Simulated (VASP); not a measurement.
# Ba (Fm-3m) in VASP: single point with PBE

Aim: the single point of Ba with PBE.

Everything below comes from runs of VASP 6.6.1. Logs are shortened: lines on timing, memory, paths and dates and some standing lists are left out, and cuts for length are marked.

### Step 1. The cell of the first run

Symmetry: Fm-3m, No. 225, cubic system. Conventional cell: a = 6.348 Å, b = 6.348 Å, c = 6.348 Å, α = 90.00°, β = 90.00°, γ = 90.00°. Ba (site symmetry m-3m) has 12 Ba at 4.49 Å within 5.9 Å.

### Step 2. Single point, PBE

The input, INCAR:

```
SYSTEM = Ba
PREC     = Accurate       ! precision mode
ENCUT    = 520            ! plane-wave cutoff, eV
EDIFF    = 1E-6           ! SCF threshold, eV
ISMEAR   = 0              ! smearing method
SIGMA    = 0.05           ! smearing width, eV
LREAL    = .False.        ! projectors in reciprocal space
LASPH    = .True.         ! aspherical terms in the spheres
NELM     = 100            ! most SCF steps
ALGO     = Normal         ! electronic algorithm
ISIF     = 2              ! what is computed and relaxed
LWAVE    = .False.        ! write WAVECAR
LCHARG   = .False.        ! write CHGCAR
GGA      = PE             ! functional
NBANDS   = 11             ! bands
```

The input, KPOINTS:

```
regular mesh
0
Gamma
  12 12 12
  0 0 0
```

The input, POSCAR:

```
Ba
1.0
    0.0000000000      3.1741529892      3.1741529892
    3.1741529892      0.0000000000      3.1741529892
    3.1741529892      3.1741529892      0.0000000000
Ba
1
Direct
    0.0000000000      0.0000000000      0.0000000000
```

Potentials or basis: VASP PAW PBE potentials, release 64 (Ba_sv).

On the command line:

```sh
cat potpaw_PBE.64/Ba_sv/POTCAR > POTCAR
mpirun -np 1 vasp_std > vasp.out
```

OUTCAR:

```text
SYSTEM = Ba
   PREC = Accurate
   ENCUT = 520
   EDIFF = 1E-6
   ISMEAR = 0
   LREAL = .False.
   LASPH = .True.
   NELM = 100
   ISIF = 2
   GGA = PE

 ion  position               nearest neighbor table
   1  0.000  0.000  0.000-

  LATTYP: Found a face centered cubic cell.
 ALAT       =     6.3483059784

  Lattice vectors:

 A1 = (   0.0000000000,   3.1741529892,   3.1741529892)
 A2 = (   3.1741529892,   0.0000000000,   3.1741529892)
 A3 = (   3.1741529892,   3.1741529892,   0.0000000000)

Analysis of symmetry for initial positions (statically):
=====================================================================
 Subroutine PRICEL returns:
 Original cell was already a primitive cell.

 Routine SETGRP: Setting up the symmetry group for a
 face centered cubic supercell.

 Subroutine GETGRP returns: Found 48 space group operations
 (whereof 48 operations were pure point group operations)
 out of a pool of 48 trial point group operations.

The static configuration has the point symmetry O_h .

Analysis of symmetry for dynamics (positions and initial velocities):
=====================================================================
 Subroutine PRICEL returns:
 Original cell was already a primitive cell.

 Routine SETGRP: Setting up the symmetry group for a
 face centered cubic supercell.

 Subroutine GETGRP returns: Found 48 space group operations
 (whereof 48 operations were pure point group operations)
 out of a pool of 48 trial point group operations.

The dynamic configuration has the point symmetry O_h .

 Subroutine INISYM returns: Found 48 space group operations
 (whereof 48 operations are pure point group operations),
 and found     1 'primitive' translations

----------------------------------------------------------------------------------------

                                     Primitive cell

  volume of cell :      63.9608

  direct lattice vectors                    reciprocal lattice vectors
     0.000000000  3.174152989  3.174152989    -0.157522338  0.157522338  0.157522338
     3.174152989  0.000000000  3.174152989     0.157522338 -0.157522338  0.157522338
     3.174152989  3.174152989  0.000000000     0.157522338  0.157522338 -0.157522338

  length of vectors
     4.488930206  4.488930206  4.488930206     0.272836693  0.272836693  0.272836693

  position of ions in fractional coordinates (direct lattice)
     0.000000000  0.000000000  0.000000000

  ion indices of the primitive-cell ions
   primitive index   ion index
                 1           1

[... 72 lines left out ...]
   LREAL  =      F    real-space projection
   EDIFFG = 0.1E-04   stopping-criterion for IOM
   NSW    =      0    number of steps for IOM
   IBRION =     -1    ionic relax: 0-MD 1-quasi-New 2-CG
   NFREE  =      0    steps in history (QN), initial steepest desc. (CG)
   ISIF   =      2    stress and relaxation
   ISYM   =      2    0-nonsym 1-usesym 2-fastsym
   POTIM  = 0.5000    time-step for ionic-motion
   TEBEG  =    0.0;   TEEND  =   0.0 temperature during run
   PSTRESS=    0.0 pullay stress
   NELECT =      10.0000    total number of electrons
   NUPDOWN=      -1.0000    fix difference up-down
   EMIN   =  10.00;   EMAX   =-10.00  energy-range for DOS
   EFERMI =   0.00;   METHOD = LEGACY
   ISMEAR =     0;   SIGMA  =   0.05  broadening in eV -4-tet -1-fermi 0-gaus
   EFERMI_NEDOS =   21; number of points for ismear=-14 and -15
   IALGO  =     38    algorithm
   IMIX   =      4    mixing-type and parameters
     AMIX     =   0.40;   BMIX     =  1.00
     AMIX_MAG =   1.60;   BMIX_MAG =  1.00
  volume/ion in A,a.u.               =      63.96       431.63
  Fermi-wavevector in a.u.,A,eV,Ry     =   0.881936  1.666617 10.582758  0.777811
  Thomas-Fermi vector in A             =   2.002499
   LORBIT       =      0    0 simple, 1 ext, 2 COOP (PROOUT), +10 PAW based schemes
   GGA     = PE    functional components
   LHFCALC =     F    Hartree Fock is set to
   AEXX    =    0.0000 exact exchange contribution
   IVDW    =     0    specifies the selected vdW correction
   LEPSILON=     F    determine dielectric tensor
   LRPA    =     F    only Hartree local field effects (RPA)
 non-spin polarized calculation
 Gauss-broadening in eV      SIGMA  =   0.05
  energy-cutoff  :      520.00
  volume of cell :       63.96
 maximum number of plane-waves:      1759
 NGX is ok and might be reduce to    36
   NGX = 17   NGY = 17   NGZ = 17

 number of electron      10.0000000 magnetization

 Free energy of the ion-electron system (eV)
  ---------------------------------------------------
  ext. energy  EPLUGINS =         0.00000000
  ---------------------------------------------------
  free energy    TOTEN  =        -1.89236442 eV

  energy without entropy =       -1.89019095  energy(sigma->0) =       -1.89127769

 E-fermi :   1.6704     XC(G=0):  -7.3599

 val. band max:        1.6609014333   @ k =  -0.2500   0.4167   0.1667
 cond. band min:       1.7030602627   @ k =   0.4167   0.3333   0.0000
 fundamental gap:      0.0421588294
 Fermi energy:         1.6704373011

 k-point     1 :       0.0000    0.0000    0.0000
  band No.  band energies     occupation
      1     -27.2948      2.00000
      2     -12.2574      2.00000
      3     -12.2574      2.00000
      4     -12.2574      2.00000
      5      -1.1490      2.00000
      6       3.3880      0.00000
      7       3.3880      0.00000
      8       3.3880      0.00000
      9       4.9249      0.00000
     10       4.9249      0.00000
     11       7.5952      0.00000
[... 309 lines left out ...]
 k-point    24 :      -0.4167    0.1667    0.0000
  band No.  band energies     occupation
      1     -27.2537      2.00000
      2     -12.6547      2.00000
      3     -12.3961      2.00000
      4     -12.3313      2.00000
      5       1.0977      2.00000
      6       2.2325      0.00000
      7       2.8918      0.00000
      8       3.6134      0.00000
      9       5.7445      0.00000
     10       6.3459      0.00000
     11       7.2729      0.00000

 [... further k-points ...]
[... 5 lines left out ...]
  --------------------------------------------------------------------------------------
  -------------------------------------------------------------------------------------
  Total        0.0189522      0.0189522      0.0189522     -0.0000000      0.0000000      0.0000000
  in kB        0.4747403      0.4747403      0.4747403     -0.0000000      0.0000000      0.0000000
  external PRESSURE =       0.4747403 kB  Pullay stress =       0.0000000 kB

 VOLUME and BASIS-vectors are now :
 -----------------------------------------------------------------------------
  energy-cutoff  :      520.00
  volume of cell :       63.96
      direct lattice vectors                 reciprocal lattice vectors
     0.000000000  3.174152989  3.174152989    -0.157522338  0.157522338  0.157522338
     3.174152989  0.000000000  3.174152989     0.157522338 -0.157522338  0.157522338
     3.174152989  3.174152989  0.000000000     0.157522338  0.157522338 -0.157522338

 POSITION                                       TOTAL-FORCE (eV/Angst)
 -----------------------------------------------------------------------------------
      0.00000      0.00000      0.00000         0.000000      0.000000      0.000000
 -----------------------------------------------------------------------------------
    total drift:                               -0.000000      0.000000      0.000000

  FREE ENERGIE OF THE ION-ELECTRON SYSTEM (eV)
  ---------------------------------------------------
  free  energy   TOTEN  =        -1.8923644199 eV

  energy  without entropy=       -1.8901909501  energy(sigma->0) =       -1.89127769
```

OSZICAR:

```text
N       E                     dE             d eps       ncg     rms          rms(c)
DAV:   1     0.563317318518E+02    0.56332E+02   -0.41879E+03  1584   0.744E+02
DAV:   2     0.761036494529E+00   -0.55571E+02   -0.54231E+02  1906   0.138E+02
DAV:   3    -0.181347822052E+01   -0.25745E+01   -0.25589E+01  2061   0.309E+01
DAV:   4    -0.189212841036E+01   -0.78650E-01   -0.78477E-01  2019   0.493E+00
DAV:   5    -0.189482284836E+01   -0.26944E-02   -0.26942E-02  2137   0.707E-01    0.159E+00
DAV:   6    -0.189313401094E+01    0.16888E-02   -0.31290E-03  1943   0.529E-01    0.941E-01
DAV:   7    -0.189228603707E+01    0.84797E-03   -0.52207E-03  1779   0.824E-01    0.410E-02
DAV:   8    -0.189236120385E+01   -0.75167E-04   -0.21877E-04  2485   0.104E-01    0.279E-02
DAV:   9    -0.189236415013E+01   -0.29463E-05   -0.39926E-06  1906   0.191E-02    0.481E-03
DAV:  10    -0.189236441995E+01   -0.26982E-06   -0.32465E-06  1791   0.119E-02
   1 F= -.18923644E+01 E0= -.18912777E+01  d E =-.217347E-02
```

It took 21 s on 1 thread of Intel Xeon 6975P-C (Granite Rapids), shared host; peak memory 0.22 GiB.

What came out:

```
Free energy            : -1.8924 eV
Pressure               : 0.0 GPa
Band gap on the k mesh : zero (band 5 reaches 1.78 eV, above the bottom of band 6 at 1.47 eV)
```

Caveat: spin-orbit coupling is left out, which moves the levels of the heavy elements.
